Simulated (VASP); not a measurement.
CdF2, 3 atoms in the cell. It takes space group I4/mmm (No. 139, tetragonal). The conventional cell has a = 3.810 Å, b = 3.810 Å, c = 4.782 Å, α = 90.00°, β = 90.00°, γ = 90.00°. Cd (site symmetry 4/mmm) has 8 F at 2.25 Å within 3.0 Å. Within 3.0 Å of F (site symmetry -4m2) lie 4 Cd at 2.25 Å and 6 F at 2.39 to 2.69 Å.  This cell differs from its parent crystal: strain -0.1125 x Voigt [1, 0, 0, 0, 0, 0].

```yaml
Program: VASP 6.6.1
Task: single point
Functional: r2SCAN
Potentials_or_basis: VASP PAW PBE potentials, release 64 (Cd, F)
Cutoff: 520 eV
k_mesh: 8 × 8 × 8
Occupations: gaussian, width 0.05 eV
Spin: no spin polarisation
Dipole_correction: no
Further_INCAR_settings: ALGO = Normal; EDIFF = 1e-07; NBANDS = 20
```

Potentials or basis: VASP PAW PBE potentials, release 64 (Cd, F).

Command:

```bash
$ cat potpaw_PBE.64/Cd/POTCAR potpaw_PBE.64/F/POTCAR > POTCAR
$ cp INCAR.step1 INCAR
$ mpirun -np 1 vasp_std > vasp.out
$ cp INCAR.step2 INCAR
$ mpirun -np 1 vasp_std > vasp.out
```

Hardware: 1 thread of Intel(R) Xeon(R) 6975P-C (Granite Rapids), with other jobs on the host.

Q: How long does it take, and how much memory?

A: It took 81 s on 1 thread of Intel(R) Xeon(R) 6975P-C (Granite Rapids), with other jobs on the host, peak memory 0.18 GiB. Counts: k points 59.
